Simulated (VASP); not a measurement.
Input of a VASP 6.6.1 run:

Contents of POSCAR:

```
BaTiO3
1.0
    3.9944238000      0.0000000000      0.0000000000
    0.0000000000      3.9944238000      0.0000000000
    0.0000000000      0.0000000000      3.9944238000
Ba Ti O
1 1 3
Direct
    0.5000000000      0.5000000000      0.5000000000
    0.0000000000      0.0000000000      0.0000000000
    0.5000000000      0.0000000000      0.0000000000
    0.0000000000      0.5000000000      0.0000000000
    0.0000000000      0.0000000000      0.5000000000
```

The input INCAR.step1:

```
SYSTEM = BaTiO3
PREC = Accurate
ENCUT = 520
ISMEAR = -1
SIGMA = 0.02
LREAL = .False.
LASPH = .True.
NELM = 60
NBANDS = 28
GGA = PE
ALGO = Normal
EDIFF = 1E-4
LWAVE = .True.
LCHARG = .False.
```

INCAR.step2

```
SYSTEM = BaTiO3
PREC = Accurate
ENCUT = 520
EDIFF = 1E-7
ISMEAR = -1
SIGMA = 0.02
LREAL = .False.
LASPH = .True.
NELM = 60
ALGO = Normal
ISIF = 2
LWAVE = .False.
LCHARG = .False.
METAGGA = R2SCAN
LMIXTAU = .True.
NBANDS = 28
ISTART = 1
```

File KPOINTS:

```
regular mesh
0
Gamma
  8 8 8
  0 0 0
```

Potentials or basis: VASP PAW PBE potentials, release 64 (Ba_sv, Ti_sv, O).

Launch:

```bash
$ cat potpaw_PBE.64/Ba_sv/POTCAR potpaw_PBE.64/Ti_sv/POTCAR potpaw_PBE.64/O/POTCAR > POTCAR
$ cp INCAR.step1 INCAR
$ mpirun -np 1 vasp_std > vasp.out
$ cp INCAR.step2 INCAR
$ mpirun -np 1 vasp_std > vasp.out
```

Q: Estimate the pressure.

A: 2.0 GPa.

Q: Predict the band gap on the k mesh.

A: 2.15 eV, indirect (least direct gap 2.30 eV).

Caveat: the PAW data sets were made with another functional, which shifts forces and pressure a little; spin-orbit coupling is left out, which moves the levels of the heavy elements. r2SCAN opens gaps a little over a GGA but as a rule still falls short of measured ones.
